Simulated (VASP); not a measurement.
# AlCo (Pm-3m) in VASP: a series of runs

AlCo is run at these levels: r2SCAN; tasks: single point.

Everything below comes from runs of VASP 6.6.1. Logs are shortened: lines on timing, memory, paths and dates and some standing lists are left out, and cuts for length are marked.

## 1. The cell of the first run

It takes space group Pm-3m (No. 221, cubic). Conventional cell: a = 2.852 Å, b = 2.852 Å, c = 2.852 Å, α = 90.00°, β = 90.00°, γ = 90.00°. Within 3.3 Å of Al (site symmetry m-3m) lie 8 Co at 2.47 Å and 6 Al at 2.85 Å. Within 3.3 Å of Co (site symmetry m-3m) lie 8 Al at 2.47 Å and 6 Co at 2.85 Å.

## 2. Single point, r2SCAN, collinear spin, ferromagnetic start (volume scaled by 1.03)

Contents of POSCAR:

```
AlCo
1.0
    2.8520185323      0.0000000000      0.0000000000
    0.0000000000      2.8520185323      0.0000000000
    0.0000000000      0.0000000000      2.8520185323
Al Co
1 1
Direct
    0.0000000000      0.0000000000      0.0000000000
    0.5000000000      0.5000000000      0.5000000000
```

Contents of INCAR.step1:

```
SYSTEM = AlCo
PREC = Accurate ; ENCUT = 520
ISMEAR = 0 ; SIGMA = 0.1
LREAL = .False. ; LASPH = .True.
NELM = 150 ; ISPIN = 2
MAGMOM = 0 0.16 ; LMAXMIX = 4
NBANDS = 17 ; GGA = PE
ALGO = Normal ; EDIFF = 1E-4
LWAVE = .True. ; LCHARG = .False.
```

Contents of INCAR.step2:

```
SYSTEM = AlCo
PREC = Accurate ; ENCUT = 520
EDIFF = 1E-6 ; ISMEAR = 0
SIGMA = 0.1 ; LREAL = .False.
LASPH = .True. ; NELM = 150
ALGO = Normal ; ISIF = 2
LWAVE = .False. ; LCHARG = .False.
ISPIN = 2 ; MAGMOM = 0 0.16
LORBIT = 11 ; LMAXMIX = 4
METAGGA = R2SCAN ; LMIXTAU = .True.
NBANDS = 17 ; ISTART = 1
```

Contents of KPOINTS:

```
regular mesh
0
Gamma
  14 14 14
  0 0 0
```

Potentials or basis: VASP PAW PBE potentials, release 64 (Al, Co).

Launch:

```sh
cat potpaw_PBE.64/Al/POTCAR potpaw_PBE.64/Co/POTCAR > POTCAR
cp INCAR.step1 INCAR
mpirun -np 1 vasp_std > vasp.out
cp INCAR.step2 INCAR
mpirun -np 1 vasp_std > vasp.out
```

OUTCAR:

```text
SYSTEM = AlCo
   PREC = Accurate
   ENCUT = 520
   EDIFF = 1E-6
   ISMEAR = 0
   LREAL = .False.
   LASPH = .True.
   NELM = 150
   ISIF = 2
   ISPIN = 2
   LORBIT = 11
   METAGGA = R2SCAN
   ISTART = 1

 ion  position               nearest neighbor table
   1  0.000  0.000  0.000-   2 2.47   2 2.47   2 2.47   2 2.47   2 2.47   2 2.47   2 2.47   2 2.47

   2  0.500  0.500  0.500-   1 2.47   1 2.47   1 2.47   1 2.47   1 2.47   1 2.47   1 2.47   1 2.47

  LATTYP: Found a simple cubic cell.
 ALAT       =     2.8520185323

  Lattice vectors:

 A1 = (   2.8520185323,   0.0000000000,   0.0000000000)
 A2 = (   0.0000000000,   2.8520185323,   0.0000000000)
 A3 = (   0.0000000000,   0.0000000000,   2.8520185323)

Analysis of symmetry for initial positions (statically):
=====================================================================
 Subroutine PRICEL returns:
 Original cell was already a primitive cell.

 Routine SETGRP: Setting up the symmetry group for a
 simple cubic supercell.

 Subroutine GETGRP returns: Found 48 space group operations
 (whereof 48 operations were pure point group operations)
 out of a pool of 48 trial point group operations.

The static configuration has the point symmetry O_h .

Analysis of symmetry for dynamics (positions and initial velocities):
=====================================================================
 Subroutine PRICEL returns:
 Original cell was already a primitive cell.

 Routine SETGRP: Setting up the symmetry group for a
 simple cubic supercell.

 Subroutine GETGRP returns: Found 48 space group operations
 (whereof 48 operations were pure point group operations)
 out of a pool of 48 trial point group operations.

The dynamic configuration has the point symmetry O_h .

Analysis of structural, dynamic, and magnetic symmetry:
=====================================================================
 Subroutine PRICEL returns:
 Original cell was already a primitive cell.

 Routine SETGRP: Setting up the symmetry group for a
 simple cubic supercell.

 Subroutine GETGRP returns: Found 48 space group operations
 (whereof 48 operations were pure point group operations)
 out of a pool of 48 trial point group operations.

The overall configuration has the point symmetry O_h .

 Subroutine INISYM returns: Found 48 space group operations
 (whereof 48 operations are pure point group operations),
 and found     1 'primitive' translations

----------------------------------------------------------------------------------------

                                     Primitive cell

  volume of cell :      23.1983

  direct lattice vectors                    reciprocal lattice vectors
     2.852018532  0.000000000  0.000000000     0.350628858  0.000000000  0.000000000
     0.000000000  2.852018532  0.000000000     0.000000000  0.350628858  0.000000000
     0.000000000  0.000000000  2.852018532     0.000000000  0.000000000  0.350628858

  length of vectors
     2.852018532  2.852018532  2.852018532     0.350628858  0.350628858  0.350628858

  position of ions in fractional coordinates (direct lattice)
     0.000000000  0.000000000  0.000000000
     0.500000000  0.500000000  0.500000000

  ion indices of the primitive-cell ions
   primitive index   ion index
                 1           1
                 2           2

----------------------------------------------------------------------------------------

 KPOINTS: regular mesh

Automatic generation of k-mesh.
 Grid dimensions read from file:
 generate k-points for:   14   14   14

 Generating k-lattice:

  Cartesian coordinates                     Fractional coordinates (reciprocal lattice)
     0.025044918  0.000000000  0.000000000     0.071428571  0.000000000  0.000000000
     0.000000000  0.025044918  0.000000000     0.000000000  0.071428571  0.000000000
     0.000000000  0.000000000  0.025044918     0.000000000  0.000000000  0.071428571

  Length of vectors
     0.025044918  0.025044918  0.025044918

  Shift w.r.t. Gamma in fractional coordinates (k-lattice)
     0.000000000  0.000000000  0.000000000

 Subroutine IBZKPT returns following result:
 ===========================================

 Found    120 irreducible k-points:

 Following reciprocal coordinates:
            Coordinates               Weight
  0.000000  0.000000  0.000000      1.000000
  0.071429  0.000000  0.000000      6.000000
  0.142857  0.000000  0.000000      6.000000
  0.214286  0.000000  0.000000      6.000000
  0.285714  0.000000  0.000000      6.000000
  0.357143  0.000000  0.000000      6.000000
[... 16 lines left out ...]
  0.285714  0.214286  0.000000     24.000000
  0.357143  0.214286  0.000000     24.000000
 [... further k-points ...]
   k-points           NKPTS =    120   k-points in BZ     NKDIM =    120   number of bands    NBANDS=     17
   number of dos      NEDOS =    301   number of ions     NIONS =      2
   total plane-waves  NPLWV =  13824
   dimension x,y,z NGX =    24 NGY =   24 NGZ =   24
   dimension x,y,z NGXF=    48 NGYF=   48 NGZF=   48
   ions per type =               1   1
   NGX,Y,Z   is equivalent  to a cutoff of  13.99, 13.99, 13.99 a.u.
   NGXF,Y,Z  is equivalent  to a cutoff of  27.98, 27.98, 27.98 a.u.
 SYSTEM =  AlCo
   PREC   = accura    normal or accurate (medium, high low for compatibility)
   ISTART =      1    job   : 0-new  1-cont  2-samecut
   ICHARG =      0    charge: 1-file 2-atom 10-const
   ISPIN  =      2    spin polarized calculation?
   LNONCOLLINEAR =      F non collinear calculations
   LSORBIT =      F    spin-orbit coupling
   LASPH  =      T    aspherical Exc in radial PAW
   ENCUT  =  520.0 eV  38.22 Ry    6.18 a.u.   5.30  5.30  5.30*2*pi/ulx,y,z
   NELM   =    150;   NELMIN=  2; NELMDL=  0     # of ELM steps
   EDIFF  = 0.1E-05   stopping-criterion for ELM
   LREAL  =      F    real-space projection
   EDIFFG = 0.1E-04   stopping-criterion for IOM
   NSW    =      0    number of steps for IOM
   IBRION =     -1    ionic relax: 0-MD 1-quasi-New 2-CG
   NFREE  =      0    steps in history (QN), initial steepest desc. (CG)
   ISIF   =      2    stress and relaxation
   ISYM   =      2    0-nonsym 1-usesym 2-fastsym
   POTIM  = 0.5000    time-step for ionic-motion
   TEBEG  =    0.0;   TEEND  =   0.0 temperature during run
   PSTRESS=    0.0 pullay stress
   NELECT =      12.0000    total number of electrons
   NUPDOWN=      -1.0000    fix difference up-down
   EMIN   =  10.00;   EMAX   =-10.00  energy-range for DOS
   EFERMI =   0.00;   METHOD = LEGACY
   ISMEAR =     0;   SIGMA  =   0.10  broadening in eV -4-tet -1-fermi 0-gaus
   EFERMI_NEDOS =   21; number of points for ismear=-14 and -15
   IALGO  =     38    algorithm
   IMIX   =      4    mixing-type and parameters
     AMIX     =   0.40;   BMIX     =  1.00
     AMIX_MAG =   1.60;   BMIX_MAG =  1.00
  volume/ion in A,a.u.               =      11.60        78.28
  Fermi-wavevector in a.u.,A,eV,Ry     =   1.314164  2.483410 23.497630  1.727027
  Thomas-Fermi vector in A             =   2.444436
   LORBIT       =     11    0 simple, 1 ext, 2 COOP (PROOUT), +10 PAW based schemes
   METAGGA = R2SCAN    functional components
   LHFCALC =     F    Hartree Fock is set to
   AEXX    =    0.0000 exact exchange contribution
   IVDW    =     0    specifies the selected vdW correction
   LEPSILON=     F    determine dielectric tensor
   LRPA    =     F    only Hartree local field effects (RPA)
 spin polarized calculation
 Gauss-broadening in eV      SIGMA  =   0.10
  energy-cutoff  :      520.00
  volume of cell :       23.20
 maximum number of plane-waves:       640
 NGX is ok and might be reduce to    24
   NGX = 11   NGY = 11   NGZ = 11

 number of electron      11.9999996 magnetization       0.0000309

 Free energy of the ion-electron system (eV)
  ---------------------------------------------------
  ext. energy  EPLUGINS =         0.00000000
  ---------------------------------------------------
  free energy    TOTEN  =       -21.06687341 eV

  energy without entropy =      -21.06347512  energy(sigma->0) =      -21.06517426

 E-fermi :  10.4964     XC(G=0): -13.2433

 val. band max:       10.4935034641   @ k =   0.4286   0.4286   0.0714
 cond. band min:      10.5026140351   @ k =   0.4286   0.4286   0.3571
 fundamental gap:      0.0091105710
 Fermi energy:        10.4963899877

 spin component 1

 k-point     1 :       0.0000    0.0000    0.0000
  band No.  band energies     occupation
      1      -1.2298      1.00000
      2       7.4268      1.00000
      3       7.4268      1.00000
      4       9.3994      1.00000
      5       9.3994      1.00000
      6       9.3994      1.00000
[... 9 lines left out ...]
     16      35.2506      0.00000
     17      35.2506      0.00000
[... 441 lines left out ...]
 k-point    24 :       0.3571    0.2143    0.0000
  band No.  band energies     occupation
      1       2.0313      1.00000
      2       6.1648      1.00000
      3       7.8349      1.00000
      4       8.4817      1.00000
      5       8.7307      1.00000
      6       9.1538      1.00000
[... 9 lines left out ...]
     16      32.9183      0.00000
     17      35.0610      0.00000

 [... further k-points ...]

 spin component 2

 k-point     1 :       0.0000    0.0000    0.0000
  band No.  band energies     occupation
      1      -1.2298      1.00000
      2       7.4269      1.00000
      3       7.4269      1.00000
      4       9.3994      1.00000
      5       9.3994      1.00000
      6       9.3994      1.00000
[... 9 lines left out ...]
     16      35.2506      0.00000
     17      35.2506      0.00000
[... 441 lines left out ...]
 k-point    24 :       0.3571    0.2143    0.0000
  band No.  band energies     occupation
      1       2.0313      1.00000
      2       6.1648      1.00000
      3       7.8349      1.00000
      4       8.4818      1.00000
      5       8.7307      1.00000
      6       9.1539      1.00000
[... 9 lines left out ...]
     16      32.9183      0.00000
     17      35.0610      0.00000

 [... further k-points ...]

------------------------ aborting loop because EDIFF is reached ----------------------------------------

  FORCE on cell =-STRESS in cart. coord.  units (eV):
  Direction    XX          YY          ZZ          XY          YZ          ZX
  --------------------------------------------------------------------------------------
  -------------------------------------------------------------------------------------
  Total       -0.8653130     -0.8653130     -0.8653130      0.0000000      0.0000000     -0.0000000
  in kB      -59.7622314    -59.7622314    -59.7622314      0.0000000      0.0000000     -0.0000000
  external PRESSURE =     -59.7622314 kB  Pullay stress =       0.0000000 kB

 VOLUME and BASIS-vectors are now :
 -----------------------------------------------------------------------------
  energy-cutoff  :      520.00
  volume of cell :       23.20
      direct lattice vectors                 reciprocal lattice vectors
     2.852018532  0.000000000  0.000000000     0.350628858  0.000000000  0.000000000
     0.000000000  2.852018532  0.000000000     0.000000000  0.350628858  0.000000000
     0.000000000  0.000000000  2.852018532     0.000000000  0.000000000  0.350628858

 POSITION                                       TOTAL-FORCE (eV/Angst)
 -----------------------------------------------------------------------------------
      0.00000      0.00000      0.00000         0.000000      0.000000      0.000000
      1.42601      1.42601      1.42601         0.000000      0.000000      0.000000
 -----------------------------------------------------------------------------------
    total drift:                                0.000000     -0.000000     -0.000000

  FREE ENERGIE OF THE ION-ELECTRON SYSTEM (eV)
  ---------------------------------------------------
  free  energy   TOTEN  =       -21.0668734082 eV

  energy  without entropy=      -21.0634751208  energy(sigma->0) =      -21.06517426

 total charge

# of ion       s       p       d       tot
------------------------------------------
    1        0.390   0.438   0.000   0.829
    2        0.453   0.546   7.488   8.487
--------------------------------------------------
tot          0.843   0.984   7.488   9.316

 magnetization (x)

# of ion       s       p       d       tot
------------------------------------------
    1       -0.000  -0.000   0.000  -0.000
    2       -0.000  -0.000   0.000   0.000
--------------------------------------------------
tot         -0.000  -0.000   0.000   0.000
```

It took 2.6 min on 1 thread of Intel Xeon Platinum 8375C at 2.90GHz (Ice Lake), shared host; peak memory 0.21 GiB.

What came out:

```yaml
Free_energy: -21.0669 eV
Pressure: -6.0 GPa
Band_gap_on_the_k_mesh: zero (filled and empty bands overlap)
Net_moment: 0.00 μB per cell
Valence_electrons_inside_the_program's_atomic_spheres: Al 0.83; Co 8.49
```

Caveat: the PAW data sets were made with another functional, which shifts forces and pressure a little.

## 3. Single point, r2SCAN, collinear spin, ferromagnetic start (volume scaled by 1.06)

Contents of POSCAR:

```
AlCo
1.0
    2.8794434698      0.0000000000      0.0000000000
    0.0000000000      2.8794434698      0.0000000000
    0.0000000000      0.0000000000      2.8794434698
Al Co
1 1
Direct
    0.0000000000      0.0000000000      0.0000000000
    0.5000000000      0.5000000000      0.5000000000
```

Contents of INCAR.step1:

```
PREC     = Accurate       # precision mode
ENCUT    = 520            # plane-wave cutoff, eV
ISMEAR   = 0              # smearing method
SIGMA    = 0.1            # smearing width, eV
LREAL    = False          # projectors in reciprocal space
LASPH    = True           # aspherical terms in the spheres
NELM     = 150            # most SCF steps
ISPIN    = 2              # spin polarisation
MAGMOM   = 0 0.16         # initial moments
LMAXMIX  = 4              # l up to which the mixer works
NBANDS   = 17             # bands
GGA      = PE             # functional
ALGO     = Normal         # electronic algorithm
EDIFF    = 1E-4           # SCF threshold, eV
LWAVE    = True           # write WAVECAR
LCHARG   = False          # write CHGCAR
```

Contents of INCAR.step2:

```
PREC     = Accurate       # precision mode
ENCUT    = 520            # plane-wave cutoff, eV
EDIFF    = 1E-6           # SCF threshold, eV
ISMEAR   = 0              # smearing method
SIGMA    = 0.1            # smearing width, eV
LREAL    = False          # projectors in reciprocal space
LASPH    = True           # aspherical terms in the spheres
NELM     = 150            # most SCF steps
ALGO     = Normal         # electronic algorithm
ISIF     = 2              # what is computed and relaxed
LWAVE    = False          # write WAVECAR
LCHARG   = True           # write CHGCAR
ISPIN    = 2              # spin polarisation
MAGMOM   = 0 0.16         # initial moments
LORBIT   = 11             # projections on sites
LMAXMIX  = 4              # l up to which the mixer works
METAGGA  = R2SCAN         # meta-GGA
LMIXTAU  = True         
LELF     = True           # ELF
LVHAR    = True         
NBANDS   = 17             # bands
ISTART   = 1
```

Contents of KPOINTS:

```
Automatic mesh
0
Gamma
  14 14 14
```

Potentials or basis: VASP PAW PBE potentials, release 64 (Al, Co).

Launch:

```sh
cat potpaw_PBE.64/Al/POTCAR potpaw_PBE.64/Co/POTCAR > POTCAR
cp INCAR.step1 INCAR
mpirun -np 1 vasp_std > vasp.out
cp INCAR.step2 INCAR
mpirun -np 1 vasp_std > vasp.out
```

Run time: 2.8 min. Hardware: 1 thread of Intel Xeon Platinum 8375C at 2.90GHz (Ice Lake), shared host; peak memory 0.21 GiB.

Results (log left out):

| Item | Value |
| --- | --- |
| Free energy | -21.0317 eV |
| Pressure | -10.7 GPa |
| Band gap on the k mesh | zero (filled and empty bands overlap) |
| Net moment | 0.00 μB per cell |
| Valence electrons inside the program's atomic spheres | Al 0.81; Co 8.43 |

Levels at points of the mesh, in eV from the Fermi level:
Spin up:
```tsv
k point	band 2	band 3	band 4	band 5	band 6	band 7	band 8	band 9	band 10	band 11
(0.00, 0.00, 0.00)	-2.94	-2.94	-1.06	-1.06	-1.06	6.13	6.13	6.13	8.84	8.84
(0.50, 0.00, 0.00)	-6.92	-2.32	-1.91	-1.91	-0.95	0.20	8.65	10.90	10.90	11.95
(0.50, 0.50, 0.00)	-3.09	-2.91	-2.91	-1.71	-1.71	-0.19	2.42	3.36	13.33	16.17
(0.50, 0.50, 0.50)	-4.14	-4.14	-0.16	-0.16	2.33	2.33	2.33	4.53	5.22	5.22
```
Spin down:
| k point | band 3 | band 4 | band 5 | band 6 | band 7 | band 8 | band 9 | band 10 |
| --- | --- | --- | --- | --- | --- | --- | --- | --- |
| (0.00, 0.00, 0.00) | -2.93 | -1.06 | -1.06 | -1.06 | 6.13 | 6.13 | 6.13 | 8.84 |
| (0.50, 0.00, 0.00) | -2.32 | -1.91 | -1.91 | -0.95 | 0.21 | 8.65 | 10.90 | 10.90 |
| (0.50, 0.50, 0.00) | -2.91 | -2.91 | -1.71 | -1.71 | -0.19 | 2.42 | 3.36 | 13.33 |
| (0.50, 0.50, 0.50) | -4.14 | -0.15 | -0.15 | 2.33 | 2.33 | 2.33 | 4.53 | 5.22 |

Caveat: the PAW data sets were made with another functional, which shifts forces and pressure a little.
